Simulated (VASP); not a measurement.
# HfN (Fm-3m) in VASP: notebook, part 2 of 3

VASP 6.6.1. Earlier steps stand in the parts before.

## (4) Vibrations by perturbation theory, PBEsol

This run uses another cell than the first one, of 10.58 Å³/atom, 0.947 times its volume.

The input, INCAR:

```
SYSTEM = HfN
ALGO     = Normal         ! electronic algorithm
EDIFF    = 1E-8           ! SCF threshold, eV
ENCUT    = 520            ! plane-wave cutoff, eV
GGA      = PS             ! functional
IBRION   = 8              ! ionic algorithm
ISIF     = 2              ! what is computed and relaxed
ISMEAR   = -1             ! smearing method
LASPH    = .TRUE.         ! aspherical terms in the spheres
LCHARG   = .FALSE.        ! write CHGCAR
LREAL    = .FALSE.        ! projectors in reciprocal space
LWAVE    = .FALSE.        ! write WAVECAR
NELM     = 60             ! most SCF steps
NSW      = 1              ! ionic steps
PREC     = Accurate       ! precision mode
SIGMA    = 0.15           ! smearing width, eV
```

The input, KPOINTS:

```
k-points
0
G
  16 16 16
  0 0 0
```

The input, POSCAR:

```
HfN
1.0
    0.0000000000      2.1954566162      2.1954566162
    2.1954566162      0.0000000000      2.1954566162
    2.1954566162      2.1954566162      0.0000000000
Hf N
1 1
Direct
    0.0000000000      0.0000000000      0.0000000000
    0.5000000000      0.5000000000      0.5000000000
```

Potentials or basis: VASP PAW PBE potentials, release 64 (Hf_pv, N).

Started as:

```bash
$ cat potpaw_PBE.64/Hf_pv/POTCAR potpaw_PBE.64/N/POTCAR > POTCAR
$ mpirun -np 1 vasp_std > vasp.out
```

OUTCAR:

```text
SYSTEM = HfN
   EDIFF = 1E-8
   ENCUT = 520
   GGA = PS
   IBRION = 8
   ISIF = 2
   ISMEAR = -1
   LASPH = .TRUE.
   LREAL = .FALSE.
   NELM = 60
   NSW = 1
   PREC = Accurate

 ion  position               nearest neighbor table
   1  0.000  0.000  0.000-   2 2.20   2 2.20   2 2.20   2 2.20   2 2.20   2 2.20
   2  0.500  0.500  0.500-   1 2.20   1 2.20   1 2.20   1 2.20   1 2.20   1 2.20

  LATTYP: Found a face centered cubic cell.
 ALAT       =     4.3909132324

  Lattice vectors:

 A1 = (   0.0000000000,   2.1954566162,   2.1954566162)
 A2 = (   2.1954566162,   0.0000000000,   2.1954566162)
 A3 = (   2.1954566162,   2.1954566162,   0.0000000000)

Analysis of symmetry for initial positions (statically):
=====================================================================
 Subroutine PRICEL returns:
 Original cell was already a primitive cell.

 Routine SETGRP: Setting up the symmetry group for a
 face centered cubic supercell.

 Subroutine GETGRP returns: Found 48 space group operations
 (whereof 48 operations were pure point group operations)
 out of a pool of 48 trial point group operations.

The static configuration has the point symmetry O_h .

Analysis of symmetry for dynamics (positions and initial velocities):
=====================================================================
 Subroutine PRICEL returns:
 Original cell was already a primitive cell.

 Routine SETGRP: Setting up the symmetry group for a
 face centered cubic supercell.

[... 520 lines left out ...]
      2.19546      2.19546      2.19546        -0.000000     -0.000000     -0.000000
 -----------------------------------------------------------------------------------
    total drift:                                0.000000     -0.000000     -0.000000

  FREE ENERGIE OF THE ION-ELECTRON SYSTEM (eV)
  ---------------------------------------------------
  free  energy   TOTEN  =       -22.9152534064 eV

  energy  without entropy=      -22.8760646462  energy(sigma->0) =      -22.89565903

[... ionic steps 2 to 3 ...]

--------------------------------------- Ionic step        4  -------------------------------------------

------------------------ aborting loop because EDIFF is reached ----------------------------------------

[... ionic steps 5 to 6 ...]

--------------------------------------- Ionic step        7  -------------------------------------------

 Free energy of the ion-electron system (eV)
  ---------------------------------------------------
  ---------------------------------------------------
  free energy    TOTEN  =        -0.23361464 eV

  energy without entropy =       -0.23361464

------------------------ aborting loop because EDIFF is reached ----------------------------------------

 INTERNAL STRAIN TENSOR  FOR ION    2  DIRECTION 1   (eV/Angst):
 -----------------------------------------------------------------------------
     0.02100 -0.00000  0.00000
     0.00000 -0.01353  0.00000
     0.00000  0.00000 -0.01353

 INTERNAL STRAIN TENSOR FOR ION    2 for displacements in x,y,z  (eV/Angst):
          X           Y           Z          XY          YZ          ZX
  --------------------------------------------------------------------------------
  x     0.00000     0.00000     0.00000     0.00000     0.00000     0.00000
  y     0.00000     0.00000     0.00000     0.00000     0.00000     0.00000
  z     0.00000     0.00000     0.00000     0.00000     0.00000     0.00000

 SECOND DERIVATIVES (NOT SYMMETRIZED)
 ------------------------------------
               1X          1Y          1Z          2X          2Y          2Z
  1X   -16.016966    0.000000    0.000000   16.016966    0.000000    0.000000
  1Y     0.000000  -16.016966    0.000000    0.000000   16.016966    0.000000
  1Z     0.000000    0.000000  -16.016966    0.000000    0.000000   16.016966
  2X    16.009614    0.000000    0.000000  -16.009614    0.000000    0.000000
  2Y     0.000000   16.009614    0.000000    0.000000  -16.009614    0.000000
  2Z     0.000000    0.000000   16.009614    0.000000    0.000000  -16.009614

 Eigenvectors and eigenvalues of the dynamical matrix
 ----------------------------------------------------

   1 f  =   17.360697 THz   109.080476 2PiTHz  579.090515 cm-1    71.798041 meV
             X         Y         Z           dx          dy          dz
      0.000000  0.000000  0.000000     0.124419   -0.000000    0.239346
      2.195457  2.195457  2.195457    -0.444135    0.000000   -0.854387
[... 21 lines left out ...]
   6 f/i=    0.001035 THz     0.006504 2PiTHz    0.034527 cm-1     0.004281 meV
             X         Y         Z           dx          dy          dz
      0.000000  0.000000  0.000000     0.155505    0.940384    0.136858
      2.195457  2.195457  2.195457     0.043563    0.263437    0.038339

--------------------------------------------------------------------------------------------------------

 ELASTIC MODULI CONTR FROM IONIC RELAXATION (kBar)
 Direction    XX          YY          ZZ          XY          YZ          ZX
 --------------------------------------------------------------------------------
 XX           0.0000      0.0000      0.0000      0.0000      0.0000      0.0000
 YY           0.0000      0.0000      0.0000      0.0000      0.0000      0.0000
 ZZ           0.0000      0.0000      0.0000      0.0000      0.0000      0.0000
 XY           0.0000      0.0000      0.0000      0.0000      0.0000      0.0000
 YZ           0.0000      0.0000      0.0000      0.0000      0.0000      0.0000
 ZX           0.0000      0.0000      0.0000      0.0000      0.0000      0.0000
 --------------------------------------------------------------------------------
```

Wall time 12 min (1 thread of AMD EPYC 7R13, shared host); peak memory 0.31 GiB.

What came out:

| Item | Value |
| --- | --- |
| Highest phonon frequency at Γ, LO-TO splitting left out | 579 cm⁻¹ |

Phonon frequencies in cm⁻¹ (negative: imaginary):
```tsv
q point	frequencies
(0.000, 0.000, 0.000)	0 0 0 579 579 579
```

Caveat: the cell wasn't relaxed at this level first, which shifts response properties; the PAW data sets were made with another functional, which shifts forces and pressure a little; spin-orbit coupling is left out, which moves the levels of the heavy elements.

## (5) Vibrations by perturbation theory, PBEsol

This run uses another cell than the first one, of 9.99 Å³/atom, 0.893 times its volume.

The input, INCAR:

```
SYSTEM = HfN
PREC = Accurate
ENCUT = 520
EDIFF = 1E-8
ISMEAR = -1
SIGMA = 0.15
LREAL = .FALSE.
LASPH = .TRUE.
NELM = 60
ALGO = Normal
ISIF = 2
LWAVE = .FALSE.
LCHARG = .TRUE.
GGA = PS
NBANDS = 14
IBRION = 8
NSW = 1
```

The input, KPOINTS:

```
regular mesh
0
G
  16 16 16
  0 0 0
```

The input, POSCAR:

```
HfN
1.0
    0.0000000000      2.1535179811      2.1535179811
    2.1535179811      0.0000000000      2.1535179811
    2.1535179811      2.1535179811      0.0000000000
Hf N
1 1
Direct
    0.0000000000      0.0000000000      0.0000000000
    0.5000000000      0.5000000000      0.5000000000
```

Potentials or basis: VASP PAW PBE potentials, release 64 (Hf_pv, N).

Started as:

```bash
$ cat potpaw_PBE.64/Hf_pv/POTCAR potpaw_PBE.64/N/POTCAR > POTCAR
$ mpirun -np 1 vasp_std > vasp.out
```

OUTCAR:

```text
SYSTEM = HfN
   PREC = Accurate
   ENCUT = 520
   EDIFF = 1E-8
   ISMEAR = -1
   LREAL = .FALSE.
   LASPH = .TRUE.
   NELM = 60
   ISIF = 2
   GGA = PS
   IBRION = 8
   NSW = 1

 ion  position               nearest neighbor table
   1  0.000  0.000  0.000-   2 2.15   2 2.15   2 2.15   2 2.15   2 2.15   2 2.15
   2  0.500  0.500  0.500-   1 2.15   1 2.15   1 2.15   1 2.15   1 2.15   1 2.15

  LATTYP: Found a face centered cubic cell.
 ALAT       =     4.3070359622

  Lattice vectors:

 A1 = (   0.0000000000,   2.1535179811,   2.1535179811)
 A2 = (   2.1535179811,   0.0000000000,   2.1535179811)
 A3 = (   2.1535179811,   2.1535179811,   0.0000000000)

Analysis of symmetry for initial positions (statically):
=====================================================================
 Subroutine PRICEL returns:
 Original cell was already a primitive cell.

 Routine SETGRP: Setting up the symmetry group for a
 face centered cubic supercell.

 Subroutine GETGRP returns: Found 48 space group operations
 (whereof 48 operations were pure point group operations)
 out of a pool of 48 trial point group operations.

The static configuration has the point symmetry O_h .

Analysis of symmetry for dynamics (positions and initial velocities):
=====================================================================
 Subroutine PRICEL returns:
 Original cell was already a primitive cell.

 Routine SETGRP: Setting up the symmetry group for a
 face centered cubic supercell.

 Subroutine GETGRP returns: Found 48 space group operations
 (whereof 48 operations were pure point group operations)
 out of a pool of 48 trial point group operations.

The dynamic configuration has the point symmetry O_h .

 Subroutine INISYM returns: Found 48 space group operations
 (whereof 48 operations are pure point group operations),
 and found     1 'primitive' translations

----------------------------------------------------------------------------------------

                                     Primitive cell

  volume of cell :      19.9745

  direct lattice vectors                    reciprocal lattice vectors
     0.000000000  2.153517981  2.153517981    -0.232178233  0.232178233  0.232178233
     2.153517981  0.000000000  2.153517981     0.232178233 -0.232178233  0.232178233
     2.153517981  2.153517981  0.000000000     0.232178233  0.232178233 -0.232178233

  length of vectors
     3.045534336  3.045534336  3.045534336     0.402144496  0.402144496  0.402144496

  position of ions in fractional coordinates (direct lattice)
     0.000000000  0.000000000  0.000000000
     0.500000000  0.500000000  0.500000000

  ion indices of the primitive-cell ions
   primitive index   ion index
[... 140 lines left out ...]
      9       9.0447      1.91808
     10       9.0447      1.91808
     11      11.8239      0.00000
     12      11.8239      0.00000
     13      12.8381      0.00000
     14      19.4140      0.00000
[... 377 lines left out ...]
      1     -21.1308      2.00000
      2     -20.9981      2.00000
      3     -20.9589      2.00000
      4      -8.4262      2.00000
      5       5.2646      2.00000
      6       5.5587      2.00000
      7       5.9618      2.00000
      8       9.2490      1.71414
      9       9.2636      1.68957
     10       9.8064      0.25474
     11      12.2268      0.00000
     12      13.1071      0.00000
     13      13.6536      0.00000
     14      20.3667      0.00000

 [... further k-points ...]

------------------------ aborting loop because EDIFF is reached ----------------------------------------

  FORCE on cell =-STRESS in cart. coord.  units (eV):
  Direction    XX          YY          ZZ          XY          YZ          ZX
  --------------------------------------------------------------------------------------
  -------------------------------------------------------------------------------------
  Total        5.9779665      5.9779665      5.9779665     -0.0000000      0.0000000      0.0000000
  in kB      479.4999386    479.4999386    479.4999386     -0.0000000      0.0000000      0.0000000
  external PRESSURE =     479.4999386 kB  Pullay stress =       0.0000000 kB

 VOLUME and BASIS-vectors are now :
 -----------------------------------------------------------------------------
  energy-cutoff  :      520.00
  volume of cell :       19.97
      direct lattice vectors                 reciprocal lattice vectors
     0.000000000  2.153517981  2.153517981    -0.232178233  0.232178233  0.232178233
     2.153517981  0.000000000  2.153517981     0.232178233 -0.232178233  0.232178233
     2.153517981  2.153517981  0.000000000     0.232178233  0.232178233 -0.232178233

 POSITION                                       TOTAL-FORCE (eV/Angst)
 -----------------------------------------------------------------------------------
      0.00000      0.00000      0.00000        -0.000000      0.000000      0.000000
      2.15352      2.15352      2.15352         0.000000     -0.000000     -0.000000
 -----------------------------------------------------------------------------------
    total drift:                                0.000000     -0.000000     -0.000000

  FREE ENERGIE OF THE ION-ELECTRON SYSTEM (eV)
  ---------------------------------------------------
  free  energy   TOTEN  =       -22.6560217359 eV

  energy  without entropy=      -22.6192694634  energy(sigma->0) =      -22.63764560

[... ionic steps 2 to 3 ...]

--------------------------------------- Ionic step        4  -------------------------------------------

------------------------ aborting loop because EDIFF is reached ----------------------------------------

[... ionic steps 5 to 6 ...]

--------------------------------------- Ionic step        7  -------------------------------------------

 Free energy of the ion-electron system (eV)
  ---------------------------------------------------
  ---------------------------------------------------
  free energy    TOTEN  =        -0.23476336 eV

  energy without entropy =       -0.23476336

------------------------ aborting loop because EDIFF is reached ----------------------------------------

 INTERNAL STRAIN TENSOR  FOR ION    2  DIRECTION 1   (eV/Angst):
 -----------------------------------------------------------------------------
     0.02682  0.00000  0.00000
     0.00000 -0.01698  0.00000
    -0.00000  0.00000 -0.01698

 INTERNAL STRAIN TENSOR FOR ION    2 for displacements in x,y,z  (eV/Angst):
          X           Y           Z          XY          YZ          ZX
  --------------------------------------------------------------------------------
  x     0.00000     0.00000     0.00000     0.00000     0.00000     0.00000
  y     0.00000     0.00000     0.00000     0.00000     0.00000     0.00000
  z     0.00000     0.00000     0.00000     0.00000     0.00000     0.00000

 SECOND DERIVATIVES (NOT SYMMETRIZED)
 ------------------------------------
               1X          1Y          1Z          2X          2Y          2Z
  1X   -19.519640    0.000000    0.000000   19.519640    0.000000    0.000000
  1Y     0.000000  -19.519640    0.000000    0.000000   19.519640    0.000000
  1Z     0.000000    0.000000  -19.519640    0.000000    0.000000   19.519640
  2X    19.517818    0.000000    0.000000  -19.517818    0.000000    0.000000
  2Y     0.000000   19.517818    0.000000    0.000000  -19.517818    0.000000
  2Z     0.000000    0.000000   19.517818    0.000000    0.000000  -19.517818

 Eigenvectors and eigenvalues of the dynamical matrix
 ----------------------------------------------------

   1 f  =   19.168431 THz   120.438806 2PiTHz  639.390047 cm-1    79.274227 meV
             X         Y         Z           dx          dy          dz
      0.000000  0.000000  0.000000    -0.068581   -0.260843    0.000000
      2.153518  2.153518  2.153518     0.244855    0.931291    0.000000
[... 21 lines left out ...]
   6 f/i=    0.000232 THz     0.001460 2PiTHz    0.007752 cm-1     0.000961 meV
             X         Y         Z           dx          dy          dz
      0.000000  0.000000  0.000000    -0.002065    0.028073    0.962531
      2.153518  2.153518  2.153518    -0.000578    0.007863    0.269592

--------------------------------------------------------------------------------------------------------

 ELASTIC MODULI CONTR FROM IONIC RELAXATION (kBar)
 Direction    XX          YY          ZZ          XY          YZ          ZX
 --------------------------------------------------------------------------------
 XX           0.0000      0.0000      0.0000      0.0000      0.0000      0.0000
 YY           0.0000      0.0000      0.0000      0.0000      0.0000      0.0000
 ZZ           0.0000      0.0000      0.0000      0.0000      0.0000      0.0000
 XY           0.0000      0.0000      0.0000      0.0000      0.0000      0.0000
 YZ           0.0000      0.0000      0.0000      0.0000      0.0000      0.0000
 ZX           0.0000      0.0000      0.0000      0.0000      0.0000      0.0000
 --------------------------------------------------------------------------------
```

OSZICAR:

```text
N       E                     dE             d eps       ncg     rms          rms(c)
DAV:   1     0.371610791264E+02    0.37161E+02   -0.79600E+03  4076   0.103E+03
DAV:   2    -0.236755874466E+02   -0.60837E+02   -0.57125E+02  5248   0.241E+02
DAV:   3    -0.254165389204E+02   -0.17410E+01   -0.17355E+01  4684   0.336E+01
DAV:   4    -0.254213883162E+02   -0.48494E-02   -0.48488E-02  4954   0.206E+00
[... 43 lines left out ...]
RMM:  10    -0.234763324426E+00    0.12315E-06   -0.80803E-09 18265   0.121E-05    0.344E-05
RMM:  11    -0.234763347769E+00   -0.23343E-07   -0.67875E-09 16663   0.367E-06    0.503E-06
RMM:  12    -0.234763358635E+00   -0.10866E-07   -0.35403E-09 12256   0.115E-06    0.130E-06
RMM:  13    -0.234763359616E+00   -0.98180E-09   -0.33756E-10  8233   0.789E-07    0.561E-07
 Linear response finished
```

stdout:

```text
POSCAR found type information on POSCAR HfN
 POSCAR found :  2 types and       2 ions
 scaLAPACK will be used
 -----------------------------------------------------------------------------
|                                                                             |
|                                                                             |
|     You enforced a specific xc type in the INCAR file but a different       |
|     I HOPE YOU KNOW WHAT YOU ARE DOING!                                     |
|                                                                             |
 -----------------------------------------------------------------------------

 LDA part: xc-table for (Slater+PW92), standard interpolation
 POSCAR, INCAR and KPOINTS ok, starting setup
 FFT: planning ... GRIDC
 FFT: planning ... GRID_SOFT
 FFT: planning ... GRID
 WAVECAR not read
 entering main loop
 Linear response reoptimize wavefunctions to high precision
 Linear response DOF=           2
 Linear response progress:
 first order change of Fermi-energy   0.39875E-04
 force on displaced ion       1 direction 1 : -19.520   0.000   0.000
 Linear response progress:
 first order change of Fermi-energy   0.83033E-04
 force on displaced ion       2 direction 1 : -19.518   0.000   0.000
 Linear response finished
```

Run time: 1.9 min. Hardware: 1 thread of Intel Xeon 6975P-C (Granite Rapids), shared host; peak memory 0.36 GiB.

Results:

| Property | Result |
| --- | --- |
| Highest phonon frequency at Γ, LO-TO splitting left out | 639 cm⁻¹ |

Phonon frequencies in cm⁻¹ (negative: imaginary):
```tsv
q point	frequencies
(0.000, 0.000, 0.000)	0 0 0 639 639 639
```

Caveat: the cell wasn't relaxed at this level first, which shifts response properties; the PAW data sets were made with another functional, which shifts forces and pressure a little; spin-orbit coupling is left out, which moves the levels of the heavy elements.

(Part 2 of 3 ends here.)
